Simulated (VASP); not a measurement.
# NaH (P6_3/mmc) in VASP: single point with HSE06

Aim: the single point of NaH with HSE06.

Program: VASP 6.6.1. These are calculated values, not measurements. Logs are shortened: lines on timing, memory, paths and dates and some standing lists are left out, and cuts for length are marked.

## 1. The cell of the first run

The structure is hexagonal, space group P6_3/mmc (No. 194). The conventional cell has a = 3.953 Å, b = 3.953 Å, c = 4.828 Å, α = 90.00°, β = 90.00°, γ = 120.00°. Within 3.0 Å of Na (site symmetry -6m2) lie 5 H at 2.28 to 2.41 Å. H (site symmetry -6m2) has 5 Na at 2.28 to 2.41 Å within 3.0 Å.

## 2. Single point, HSE06

The input, POSCAR:

```
NaH
1.0
    3.9532815521      0.0000000000      0.0000000000
   -1.9766407760      3.4236422524      0.0000000000
    0.0000000000      0.0000000000      4.8282923143
Na H
2 2
Direct
    0.3333333333      0.6666666667     -0.0624996801
    0.6666666667      0.3333333333      0.4375003199
    0.3333333333      0.6666666667      0.4374996801
    0.6666666667      0.3333333333      0.9374996801
```

The input, INCAR.step1:

```
SYSTEM = NaH
PREC = Accurate
ENCUT = 520
EDIFF = 1E-5
ISMEAR = 0
SIGMA = 0.01
LREAL = .False.
LASPH = .True.
NELM = 100
ALGO = Normal
ISIF = 2
LWAVE = .True.
LCHARG = .False.
GGA = PE
NBANDS = 16
```

The input, INCAR.step2:

```
SYSTEM = NaH
PREC = Accurate
ENCUT = 520
EDIFF = 1E-6
ISMEAR = 0
SIGMA = 0.01
LREAL = .False.
LASPH = .True.
NELM = 100
ALGO = Normal
ISIF = 2
LWAVE = .False.
LCHARG = .False.
GGA = PE
LHFCALC = .True.
HFSCREEN = 0.2079
PRECFOCK = Normal
ISTART = 1
NBANDS = 16
```

The input, KPOINTS:

```
Automatic mesh
0
Gamma
  6 6 4
  0 0 0
```

Potentials or basis: VASP PAW PBE potentials, release 64 (Na_pv, H).

The run is started by

```sh
$ cat potpaw_PBE.64/Na_pv/POTCAR potpaw_PBE.64/H/POTCAR > POTCAR
$ cp INCAR.step1 INCAR
$ mpirun -np 1 vasp_std > vasp.out
$ cp INCAR.step2 INCAR
$ mpirun -np 1 vasp_std > vasp.out
```

OUTCAR:

```text
SYSTEM = NaH
   PREC = Accurate
   ENCUT = 520
   EDIFF = 1E-6
   ISMEAR = 0
   LREAL = .False.
   LASPH = .True.
   NELM = 100
   ISIF = 2
   GGA = PE
   LHFCALC = .True.
   HFSCREEN = 0.2079
   PRECFOCK = Normal
   ISTART = 1

 ion  position               nearest neighbor table
   1  0.333  0.667  0.938-
   2  0.667  0.333  0.438-
   3  0.333  0.667  0.437-
   4  0.667  0.333  0.937-

  LATTYP: Found a hexagonal cell.
 ALAT       =     3.9532815521
 C/A-ratio  =     1.2213378305

  Lattice vectors:

 A1 = (   3.9532815521,   0.0000000000,   0.0000000000)
 A2 = (  -1.9766407760,   3.4236422524,   0.0000000000)
 A3 = (   0.0000000000,   0.0000000000,   4.8282923143)

Analysis of symmetry for initial positions (statically):
=====================================================================
 Subroutine PRICEL returns:
 Original cell was already a primitive cell.

 Routine SETGRP: Setting up the symmetry group for a
 hexagonal supercell.

 Subroutine GETGRP returns: Found 24 space group operations
 (whereof  6 operations were pure point group operations)
 out of a pool of 24 trial point group operations.

The static configuration has the point symmetry C_3v.
 The point group associated with its full space group is D_6h.

Analysis of symmetry for dynamics (positions and initial velocities):
=====================================================================
 Subroutine PRICEL returns:
 Original cell was already a primitive cell.

 Routine SETGRP: Setting up the symmetry group for a
 hexagonal supercell.

 Subroutine GETGRP returns: Found 24 space group operations
 (whereof  6 operations were pure point group operations)
 out of a pool of 24 trial point group operations.

The dynamic configuration has the point symmetry C_3v.
 The point group associated with its full space group is D_6h.

 Subroutine INISYM returns: Found 24 space group operations
 (whereof  6 operations are pure point group operations),
 and found     1 'primitive' translations

----------------------------------------------------------------------------------------

                                     Primitive cell

  volume of cell :      65.3491

  direct lattice vectors                    reciprocal lattice vectors
     3.953281552  0.000000000  0.000000000     0.252954409  0.146043296  0.000000000
    -1.976640776  3.423642252  0.000000000     0.000000000  0.292086593  0.000000000
     0.000000000  0.000000000  4.828292314     0.000000000  0.000000000  0.207112564

  length of vectors
     3.953281552  3.953281552  4.828292314     0.292086593  0.292086593  0.207112564

  position of ions in fractional coordinates (direct lattice)
     0.333333333  0.666666667  0.937500320
     0.666666667  0.333333333  0.437500320
     0.333333333  0.666666667  0.437499680
     0.666666667  0.333333333  0.937499680

  ion indices of the primitive-cell ions
   primitive index   ion index
                 1           1
                 2           2
                 3           3
                 4           4

----------------------------------------------------------------------------------------

 KPOINTS: Automatic mesh

Automatic generation of k-mesh.
 Grid dimensions read from file:
 generate k-points for:    6    6    4

 Generating k-lattice:

  Cartesian coordinates                     Fractional coordinates (reciprocal lattice)
     0.042159068  0.024340549  0.000000000     0.166666667  0.000000000  0.000000000
     0.000000000  0.048681099  0.000000000     0.000000000  0.166666667  0.000000000
     0.000000000  0.000000000  0.051778141     0.000000000  0.000000000  0.250000000

  Length of vectors
     0.048681099  0.048681099  0.051778141

  Shift w.r.t. Gamma in fractional coordinates (k-lattice)
     0.000000000  0.000000000  0.000000000

 Subroutine IBZKPT returns following result:
 ===========================================

 Found     21 irreducible k-points:

 Following reciprocal coordinates:
            Coordinates               Weight
  0.000000  0.000000  0.000000      1.000000
  0.166667  0.000000  0.000000      6.000000
  0.333333  0.000000  0.000000      6.000000
  0.500000  0.000000  0.000000      3.000000
  0.166667  0.166667  0.000000      6.000000
  0.333333  0.166667  0.000000     12.000000
[... 13 lines left out ...]
  0.333333  0.166667  0.500000     12.000000
  0.333333  0.333333  0.500000      2.000000
   k-points           NKPTS =     21   k-points in BZ     NKDIM =    144   number of bands    NBANDS=     16
   number of dos      NEDOS =    301   number of ions     NIONS =      4
   total plane-waves  NPLWV =  32400
   dimension x,y,z NGX =    30 NGY =   30 NGZ =   36
   dimension x,y,z NGXF=    60 NGYF=   60 NGZF=   72
   ions per type =               2   2
   NGX,Y,Z   is equivalent  to a cutoff of  12.62, 12.62, 12.40 a.u.
   NGXF,Y,Z  is equivalent  to a cutoff of  25.23, 25.23, 24.79 a.u.
 SYSTEM =  NaH
   PREC   = accura    normal or accurate (medium, high low for compatibility)
   ISTART =      1    job   : 0-new  1-cont  2-samecut
   ICHARG =      0    charge: 1-file 2-atom 10-const
   ISPIN  =      1    spin polarized calculation?
   LNONCOLLINEAR =      F non collinear calculations
   LSORBIT =      F    spin-orbit coupling
   LASPH  =      T    aspherical Exc in radial PAW
   ENCUT  =  520.0 eV  38.22 Ry    6.18 a.u.   7.35  7.35  8.98*2*pi/ulx,y,z
   NELM   =    100;   NELMIN=  2; NELMDL=  0     # of ELM steps
   EDIFF  = 0.1E-05   stopping-criterion for ELM
   LREAL  =      F    real-space projection
   EDIFFG = 0.1E-04   stopping-criterion for IOM
   NSW    =      0    number of steps for IOM
   IBRION =     -1    ionic relax: 0-MD 1-quasi-New 2-CG
   NFREE  =      0    steps in history (QN), initial steepest desc. (CG)
   ISIF   =      2    stress and relaxation
   ISYM   =      3    0-nonsym 1-usesym 2-fastsym
   POTIM  = 0.5000    time-step for ionic-motion
   TEBEG  =    0.0;   TEEND  =   0.0 temperature during run
   PSTRESS=    0.0 pullay stress
   NELECT =      16.0000    total number of electrons
   NUPDOWN=      -1.0000    fix difference up-down
   EMIN   =  10.00;   EMAX   =-10.00  energy-range for DOS
   EFERMI =   0.00;   METHOD = LEGACY
   ISMEAR =     0;   SIGMA  =   0.01  broadening in eV -4-tet -1-fermi 0-gaus
   EFERMI_NEDOS =   21; number of points for ismear=-14 and -15
   IALGO  =     38    algorithm
   IMIX   =      1    mixing-type and parameters
     AMIX     =   0.40;   BMIX     =  1.00
     AMIX_MAG =   1.60;   BMIX_MAG =  1.00
  volume/ion in A,a.u.               =      16.34       110.25
  Fermi-wavevector in a.u.,A,eV,Ry     =   1.024161  1.935384 14.271231  1.048906
  Thomas-Fermi vector in A             =   2.157933
   LORBIT       =      0    0 simple, 1 ext, 2 COOP (PROOUT), +10 PAW based schemes
   GGA     = PE    functional components
   LHFCALC =     T    Hartree Fock is set to
   PRECFOCK=normal    Normal, Fast or Accurate (Low or Medium for compatibility)
   ENCUT4O =  -1.0   cutoff for four orbital integrals eV
   NKREDX  =     1    reduce k-point grid by
   NKREDY  =     1    reduce k-point grid by
   NKREDZ  =     1    reduce k-point grid by
   AEXX    =    0.2500 exact exchange contribution
   HFSCREEN=    0.2079 screening length (either q_TF or 0.3 A-1)
   HFSCREENC=   0.2079 screening length for correlation (either q_TF or 0.3 A-1)
   ENCUTFOCK=  -1.0 apply spherical cutoff to Coloumb kernel
   IVDW    =     0    specifies the selected vdW correction
   LEPSILON=     F    determine dielectric tensor
   LRPA    =     F    only Hartree local field effects (RPA)
 non-spin polarized calculation
 Gauss-broadening in eV      SIGMA  =   0.01
  energy-cutoff  :      520.00
  volume of cell :       65.35
 maximum number of plane-waves:      1794
 NGX is ok and might be reduce to    30
  NGX = 24; NGY = 24; NGZ = 28

 number of electron      16.0000024 magnetization

 Free energy of the ion-electron system (eV)
  ---------------------------------------------------
  ext. energy  EPLUGINS =         0.00000000
  ---------------------------------------------------
  free energy    TOTEN  =       -11.41301807 eV

  energy without entropy =      -11.41301807  energy(sigma->0) =      -11.41301807

 E-fermi :  -2.0186     XC(G=0):  -5.9815

 val. band max:       -2.1417714460   @ k =   0.1667   0.0000   0.0000
 cond. band min:       2.1186475862   @ k =   0.3333   0.3333   0.0000
 fundamental gap:      4.2604190322
 Fermi energy:        -2.0185548259

 k-point     1 :       0.0000    0.0000    0.0000
  band No.  band energies     occupation
      1     -26.7377      2.00000
      2     -26.7024      2.00000
      3     -26.7024      2.00000
      4     -26.6765      2.00000
      5     -26.6765      2.00000
      6     -26.6578      2.00000
[... 8 lines left out ...]
     15       9.8414      0.00000
     16      14.7200      0.00000

 k-point     2 :       0.1667    0.0000    0.0000
  band No.  band energies     occupation
      1     -26.7325      2.00000
      2     -26.7062      2.00000
      3     -26.7049      2.00000
      4     -26.6819      2.00000
      5     -26.6758      2.00000
      6     -26.6621      2.00000
[... 8 lines left out ...]
     15      11.9370      0.00000
     16      12.5967      0.00000

 k-point     3 :       0.3333    0.0000    0.0000
  band No.  band energies     occupation
      1     -26.7193      2.00000
      2     -26.7140      2.00000
      3     -26.7095      2.00000
      4     -26.6922      2.00000
      5     -26.6749      2.00000
      6     -26.6734      2.00000
[... 8 lines left out ...]
     15      11.3592      0.00000
     16      12.5686      0.00000

 k-point     4 :       0.5000    0.0000    0.0000
  band No.  band energies     occupation
      1     -26.7181      2.00000
      2     -26.7117      2.00000
      3     -26.7091      2.00000
      4     -26.6971      2.00000
      5     -26.6827      2.00000
      6     -26.6745      2.00000
[... 8 lines left out ...]
     15      11.0825      0.00000
     16      12.2222      0.00000

 k-point     5 :       0.1667    0.1667    0.0000
  band No.  band energies     occupation
      1     -26.7232      2.00000
      2     -26.7112      2.00000
      3     -26.7092      2.00000
      4     -26.6889      2.00000
      5     -26.6758      2.00000
      6     -26.6700      2.00000
[... 8 lines left out ...]
     15      11.0396      0.00000
     16      12.4151      0.00000

 k-point     6 :       0.3333    0.1667    0.0000
  band No.  band energies     occupation
      1     -26.7185      2.00000
      2     -26.7098      2.00000
      3     -26.7091      2.00000
      4     -26.6970      2.00000
      5     -26.6827      2.00000
      6     -26.6761      2.00000
[... 8 lines left out ...]
     15      10.1041      0.00000
     16      11.6487      0.00000
[... 210 lines left out ...]
 k-point    18 :       0.5000    0.0000    0.5000
  band No.  band energies     occupation
      1     -26.7375      2.00000
      2     -26.7375      2.00000
      3     -26.6930      2.00000
      4     -26.6930      2.00000
      5     -26.6686      2.00000
      6     -26.6686      2.00000
[... 8 lines left out ...]
     15      13.7961      0.00000
     16      13.7961      0.00000

 k-point    19 :       0.1667    0.1667    0.5000
  band No.  band energies     occupation
      1     -26.7267      2.00000
      2     -26.7267      2.00000
      3     -26.6928      2.00000
      4     -26.6928      2.00000
      5     -26.6724      2.00000
      6     -26.6724      2.00000
[... 8 lines left out ...]
     15      12.0958      0.00000
     16      12.0958      0.00000

 k-point    20 :       0.3333    0.1667    0.5000
  band No.  band energies     occupation
      1     -26.7359      2.00000
      2     -26.7359      2.00000
      3     -26.6959      2.00000
      4     -26.6959      2.00000
      5     -26.6673      2.00000
      6     -26.6673      2.00000
[... 8 lines left out ...]
     15      13.3318      0.00000
     16      13.3318      0.00000

 k-point    21 :       0.3333    0.3333    0.5000
  band No.  band energies     occupation
      1     -26.7372      2.00000
      2     -26.7372      2.00000
      3     -26.6993      2.00000
      4     -26.6993      2.00000
      5     -26.6650      2.00000
      6     -26.6650      2.00000
[... 8 lines left out ...]
     15      13.8705      0.00000
     16      13.8705      0.00000

------------------------ aborting loop because EDIFF is reached ----------------------------------------

  FORCE on cell =-STRESS in cart. coord.  units (eV):
  Direction    XX          YY          ZZ          XY          YZ          ZX
  --------------------------------------------------------------------------------------
  -------------------------------------------------------------------------------------
  Total        0.0449397      0.0449397      0.0525064      0.0000000      0.0000000     -0.0000000
  in kB        1.1017952      1.1017952      1.2873090      0.0000000      0.0000000     -0.0000000
  external PRESSURE =       1.1636332 kB  Pullay stress =       0.0000000 kB

 VOLUME and BASIS-vectors are now :
 -----------------------------------------------------------------------------
  energy-cutoff  :      520.00
  volume of cell :       65.35
      direct lattice vectors                 reciprocal lattice vectors
     3.953281552  0.000000000  0.000000000     0.252954409  0.146043296  0.000000000
    -1.976640776  3.423642252  0.000000000     0.000000000  0.292086593  0.000000000
     0.000000000  0.000000000  4.828292314     0.000000000  0.000000000  0.207112564

 POSITION                                       TOTAL-FORCE (eV/Angst)
 -----------------------------------------------------------------------------------
     -0.00000      2.28243      4.52653         0.000000     -0.000000     -0.000000
      1.97664      1.14121      2.11238        -0.000000     -0.000000     -0.000000
     -0.00000      2.28243      2.11238         0.000000      0.000000      0.000000
      1.97664      1.14121      4.52652         0.000000      0.000000     -0.000000
 -----------------------------------------------------------------------------------
    total drift:                                0.000000      0.000000      0.000194

  FREE ENERGIE OF THE ION-ELECTRON SYSTEM (eV)
  ---------------------------------------------------
  free  energy   TOTEN  =       -11.4130180726 eV

  energy  without entropy=      -11.4130180726  energy(sigma->0) =      -11.41301807
```

It took 42 min on 1 thread of Intel Xeon 6975P-C, shared host; peak memory 0.3 GiB.

What came out:

```yaml
Free_energy: -11.4130 eV
Pressure: 0.1 GPa
Band_gap_on_the_k_mesh: 4.26 eV, indirect (least direct gap 5.25 eV)
```

Caveat: the PAW data sets were made with another functional, which shifts forces and pressure a little.
